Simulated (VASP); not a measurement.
# Sc (Fd-3m) in VASP: relaxation of cell and atoms with PBE

Aim: the relaxation of cell and atoms of Sc with PBE.

Everything below comes from runs of VASP 6.6.1. Logs are shortened: lines on timing, memory, paths and dates and some standing lists are left out, and cuts for length are marked.

## (1) The cell of the first run

It takes space group Fd-3m (No. 227, cubic). The conventional cell has a = 6.439 Å, b = 6.439 Å, c = 6.439 Å, α = 90.00°, β = 90.00°, γ = 90.00°. Sc (site symmetry -43m) has 4 Sc at 2.79 Å within 3.7 Å.

## (2) Relaxation of cell and atoms, PBE

Input file INCAR:

```
PREC = Accurate
ENCUT = 600
EDIFF = 1E-7
ISMEAR = -1
SIGMA = 0.03
LREAL = False
LASPH = True
NELM = 80
ALGO = Normal
ISIF = 3
LWAVE = False
LCHARG = False
GGA = PE
IBRION = 2
NSW = 100
EDIFFG = -0.005
```

Input file KPOINTS:

```
regular mesh
0
Gamma
  10 10 10
```

Input file POSCAR:

```
Sc
1.0
    0.0000000000      3.2195088072      3.2195088072
    3.2195088072      0.0000000000      3.2195088072
    3.2195088072      3.2195088072      0.0000000000
Sc
2
Direct
    0.0000000000      0.0000000000      0.0000000000
    0.2500000000      0.2500000000      0.2500000000
```

Potentials or basis: VASP PAW PBE potentials, release 64 (Sc_sv).

Started as:

```sh
$ cat potpaw_PBE.64/Sc_sv/POTCAR > POTCAR
$ mpirun -np 1 vasp_std > vasp.out
```

OUTCAR:

```text
PREC = Accurate
   ENCUT = 600
   EDIFF = 1E-7
   ISMEAR = -1
   LREAL = False
   LASPH = True
   NELM = 80
   ISIF = 3
   GGA = PE
   IBRION = 2
   NSW = 100
   EDIFFG = -0.005

 ion  position               nearest neighbor table
   1  0.000  0.000  0.000-   2 2.79   2 2.79   2 2.79   2 2.79
   2  0.250  0.250  0.250-   1 2.79   1 2.79   1 2.79   1 2.79

  LATTYP: Found a face centered cubic cell.
 ALAT       =     6.4390176144

  Lattice vectors:

 A1 = (   0.0000000000,   3.2195088072,   3.2195088072)
 A2 = (   3.2195088072,   0.0000000000,   3.2195088072)
 A3 = (   3.2195088072,   3.2195088072,   0.0000000000)

Analysis of symmetry for initial positions (statically):
=====================================================================
 Subroutine PRICEL returns:
 Original cell was already a primitive cell.

 Routine SETGRP: Setting up the symmetry group for a
 face centered cubic supercell.

 Subroutine GETGRP returns: Found 48 space group operations
 (whereof 24 operations were pure point group operations)
 out of a pool of 48 trial point group operations.

The static configuration has the point symmetry T_d .
 The point group associated with its full space group is O_h .

Analysis of symmetry for dynamics (positions and initial velocities):
=====================================================================
 Subroutine PRICEL returns:
 Original cell was already a primitive cell.

 Routine SETGRP: Setting up the symmetry group for a
 face centered cubic supercell.

 Subroutine GETGRP returns: Found 48 space group operations
 (whereof 24 operations were pure point group operations)
 out of a pool of 48 trial point group operations.

The dynamic configuration has the point symmetry T_d .
 The point group associated with its full space group is O_h .

 Subroutine INISYM returns: Found 48 space group operations
 (whereof 24 operations are pure point group operations),
 and found     1 'primitive' translations

----------------------------------------------------------------------------------------

                                     Primitive cell

  volume of cell :      66.7419

  direct lattice vectors                    reciprocal lattice vectors
     0.000000000  3.219508807  3.219508807    -0.155303194  0.155303194  0.155303194
     3.219508807  0.000000000  3.219508807     0.155303194 -0.155303194  0.155303194
     3.219508807  3.219508807  0.000000000     0.155303194  0.155303194 -0.155303194

  length of vectors
     4.553073019  4.553073019  4.553073019     0.268993022  0.268993022  0.268993022

  position of ions in fractional coordinates (direct lattice)
     0.000000000  0.000000000  0.000000000
     0.250000000  0.250000000  0.250000000

  ion indices of the primitive-cell ions
   primitive index   ion index
                 1           1
                 2           2

----------------------------------------------------------------------------------------

 KPOINTS: regular mesh

Automatic generation of k-mesh.
 Grid dimensions read from file:
 generate k-points for:   10   10   10

 Generating k-lattice:

  Cartesian coordinates                     Fractional coordinates (reciprocal lattice)
    -0.015530319  0.015530319  0.015530319     0.100000000  0.000000000  0.000000000
     0.015530319 -0.015530319  0.015530319     0.000000000  0.100000000  0.000000000
     0.015530319  0.015530319 -0.015530319     0.000000000  0.000000000  0.100000000

  Length of vectors
     0.026899302  0.026899302  0.026899302

  Shift w.r.t. Gamma in fractional coordinates (k-lattice)
     0.000000000  0.000000000  0.000000000

 Subroutine IBZKPT returns following result:
 ===========================================

 Found     47 irreducible k-points:

 Following reciprocal coordinates:
            Coordinates               Weight
  0.000000  0.000000  0.000000      1.000000
  0.100000  0.000000  0.000000      8.000000
  0.200000  0.000000  0.000000      8.000000
  0.300000  0.000000  0.000000      8.000000
  0.400000  0.000000  0.000000      8.000000
  0.500000  0.000000  0.000000      4.000000
[... 16 lines left out ...]
  0.300000  0.300000  0.000000      6.000000
  0.400000  0.300000  0.000000     24.000000
 [... further k-points ...]
   k-points           NKPTS =     47   k-points in BZ     NKDIM =     47   number of bands    NBANDS=     15
   number of dos      NEDOS =    301   number of ions     NIONS =      2
   total plane-waves  NPLWV =  46656
   dimension x,y,z NGX =    36 NGY =   36 NGZ =   36
   dimension x,y,z NGXF=    72 NGYF=   72 NGZF=   72
   ions per type =               2
   NGX,Y,Z   is equivalent  to a cutoff of  13.14, 13.14, 13.14 a.u.
   NGXF,Y,Z  is equivalent  to a cutoff of  26.29, 26.29, 26.29 a.u.
 SYSTEM =  unknown system
   PREC   = accura    normal or accurate (medium, high low for compatibility)
   ISTART =      0    job   : 0-new  1-cont  2-samecut
   ICHARG =      2    charge: 1-file 2-atom 10-const
   ISPIN  =      1    spin polarized calculation?
   LNONCOLLINEAR =      F non collinear calculations
   LSORBIT =      F    spin-orbit coupling
   LASPH  =      T    aspherical Exc in radial PAW
   ENCUT  =  600.0 eV  44.10 Ry    6.64 a.u.   9.09  9.09  9.09*2*pi/ulx,y,z
   NELM   =     80;   NELMIN=  2; NELMDL= -5     # of ELM steps
   EDIFF  = 0.1E-06   stopping-criterion for ELM
   LREAL  =      F    real-space projection
   EDIFFG = -.5E-02   stopping-criterion for IOM
   NSW    =    100    number of steps for IOM
   IBRION =      2    ionic relax: 0-MD 1-quasi-New 2-CG
   NFREE  =      1    steps in history (QN), initial steepest desc. (CG)
   ISIF   =      3    stress and relaxation
   ISYM   =      2    0-nonsym 1-usesym 2-fastsym
   POTIM  = 0.5000    time-step for ionic-motion
   TEBEG  =    0.0;   TEEND  =   0.0 temperature during run
   PSTRESS=    0.0 pullay stress
   NELECT =      22.0000    total number of electrons
   NUPDOWN=      -1.0000    fix difference up-down
   EMIN   =  10.00;   EMAX   =-10.00  energy-range for DOS
   EFERMI =   0.00;   METHOD = LEGACY
   ISMEAR =    -1;   SIGMA  =   0.03  broadening in eV -4-tet -1-fermi 0-gaus
   EFERMI_NEDOS =   21; number of points for ismear=-14 and -15
   IALGO  =     38    algorithm
   IMIX   =      4    mixing-type and parameters
     AMIX     =   0.40;   BMIX     =  1.00
     AMIX_MAG =   1.60;   BMIX_MAG =  1.00
  volume/ion in A,a.u.               =      33.37       225.20
  Fermi-wavevector in a.u.,A,eV,Ry     =   1.130879  2.137051 17.400316  1.278887
  Thomas-Fermi vector in A             =   2.267577
   LORBIT       =      0    0 simple, 1 ext, 2 COOP (PROOUT), +10 PAW based schemes
   GGA     = PE    functional components
   LHFCALC =     F    Hartree Fock is set to
   AEXX    =    0.0000 exact exchange contribution
   IVDW    =     0    specifies the selected vdW correction
   LEPSILON=     F    determine dielectric tensor
   LRPA    =     F    only Hartree local field effects (RPA)
 conjugate gradient relaxation of ions
 non-spin polarized calculation
  energy-cutoff  :      600.00
  volume of cell :       66.74
 maximum number of plane-waves:      2252
   NGX = 19   NGY = 19   NGZ = 19

--------------------------------------- Ionic step        1  -------------------------------------------

 number of electron      22.0000004 magnetization

 Free energy of the ion-electron system (eV)
  ---------------------------------------------------
  ext. energy  EPLUGINS =         0.00000000
  ---------------------------------------------------
  free energy    TOTEN  =        -8.52706415 eV

  energy without entropy =       -8.51312636  energy(sigma->0) =       -8.52009526

------------------------ aborting loop because EDIFF is reached ----------------------------------------

  FORCE on cell =-STRESS in cart. coord.  units (eV):
  Direction    XX          YY          ZZ          XY          YZ          ZX
  --------------------------------------------------------------------------------------
  -------------------------------------------------------------------------------------
  Total        0.0642046      0.0642046      0.0642046      0.0000000      0.0000000      0.0000000
  in kB        1.5412675      1.5412675      1.5412675      0.0000000      0.0000000      0.0000000
  external PRESSURE =       1.5412675 kB  Pullay stress =       0.0000000 kB
[... 93 lines left out ...]
  energy  without entropy=       -8.5130331397  energy(sigma->0) =       -8.52023329

--------------------------------------- Ionic step        4  -------------------------------------------

 number of electron      22.0000000 magnetization

 Free energy of the ion-electron system (eV)
  ---------------------------------------------------
  ext. energy  EPLUGINS =         0.00000000
  ---------------------------------------------------
  free energy    TOTEN  =        -8.52750900 eV

  energy without entropy =       -8.51268769  energy(sigma->0) =       -8.52009835

 E-fermi :   1.8539     XC(G=0):  -8.4676

 val. band max:        1.8379184348   @ k =   0.0000   0.0000   0.0000
 cond. band min:       1.8670670253   @ k =   0.5000   0.1000   0.0000
 fundamental gap:      0.0291485906
 Fermi energy:         1.8538966081

 k-point     1 :       0.0000    0.0000    0.0000
  band No.  band energies     occupation
      1     -48.1115      2.00000
      2     -47.8854      2.00000
      3     -26.8838      2.00000
      4     -26.8838      2.00000
      5     -26.8838      2.00000
      6     -26.4772      2.00000
      7     -26.4772      2.00000
      8     -26.4772      2.00000
      9      -2.2506      2.00000
     10       1.8379      1.26018
     11       1.8379      1.26018
     12       2.0611      0.00200
     13       2.0611      0.00200
     14       2.0611      0.00200
     15       3.4409      0.00000
[... 397 lines left out ...]
 k-point    24 :       0.4000    0.3000    0.0000
  band No.  band energies     occupation
      1     -48.0489      2.00000
      2     -47.9487      2.00000
      3     -26.9629      2.00000
      4     -26.9590      2.00000
      5     -26.7791      2.00000
      6     -26.5911      2.00000
      7     -26.4017      2.00000
      8     -26.3987      2.00000
      9      -0.3341      2.00000
     10       0.9881      2.00000
     11       1.7153      1.98048
     12       2.2631      0.00000
     13       2.2716      0.00000
     14       2.5221      0.00000
     15       2.6305      0.00000

 [... further k-points ...]
[... 5 lines left out ...]
  --------------------------------------------------------------------------------------
  -------------------------------------------------------------------------------------
  Total       -0.0064778     -0.0064778     -0.0064778      0.0000000     -0.0000000      0.0000000
  in kB       -0.1531286     -0.1531286     -0.1531286      0.0000000     -0.0000000      0.0000000
  external PRESSURE =      -0.1531286 kB  Pullay stress =       0.0000000 kB
[... 17 lines left out ...]
  FREE ENERGIE OF THE ION-ELECTRON SYSTEM (eV)
  ---------------------------------------------------
  free  energy   TOTEN  =        -8.5275089995 eV

  energy  without entropy=       -8.5126876913  energy(sigma->0) =       -8.52009835

 reached required accuracy - stopping structural energy minimisation
```

Run time: 3.4 min. Hardware: 1 thread of AMD EPYC 7R13, shared host; peak memory 0.21 GiB.

What came out:

```yaml
Free_energy: -8.5275 eV
Relaxed_volume: 33.89 Å³/atom
Relaxed_cell: a = 4.576 Å, b = 4.576 Å, c = 4.576 Å, α = 60.00°, β = 60.00°, γ = 60.00°
Space_group_after_relaxing_to_0.05_Å: Fd-3m (No. 227)
Energy_gained_by_relaxing: 0.2 meV/atom
Ionic_steps: 4
Pressure_after_relaxing: 0.0 GPa
Band_gap_on_the_k_mesh: zero (band 11 reaches 2.15 eV, above the bottom of band 12 at 1.58 eV)
```

The path:
| step | energy change (eV) | largest force (eV/Å) | pressure (GPa) | volume (Å³) |
| --- | --- | --- | --- | --- |
| 1 | 0.0000 | 0.0000 | 0.15 | 66.74 |
| 2 | -0.0002 | 0.0000 | 0.09 | 67.05 |
| 3 | -0.0004 | 0.0000 | 0.05 | 67.29 |
| 4 | -0.0004 | 0.0000 | -0.02 | 67.78 |

Final structure:
```
Sc
1.0
     0.00000    3.23607    3.23607
     3.23607    0.00000    3.23607
     3.23607    3.23607    0.00000
Sc
2
Direct
  0.00000 0.00000 0.00000
  0.25000 0.25000 0.25000
```

Levels at points of the mesh, in eV from the Fermi level:
| k point | band 9 | band 10 | band 11 | band 12 | band 13 | band 14 |
| --- | --- | --- | --- | --- | --- | --- |
| (0.00, 0.00, 0.00) | -4.10 | -0.02 | -0.02 | 0.21 | 0.21 | 0.21 |
| (0.50, 0.00, 0.00) | -1.87 | -1.00 | -0.05 | -0.05 | 0.33 | 0.33 |
| (0.50, 0.50, 0.00) | -1.06 | -1.06 | -0.23 | -0.23 | 0.44 | 0.44 |
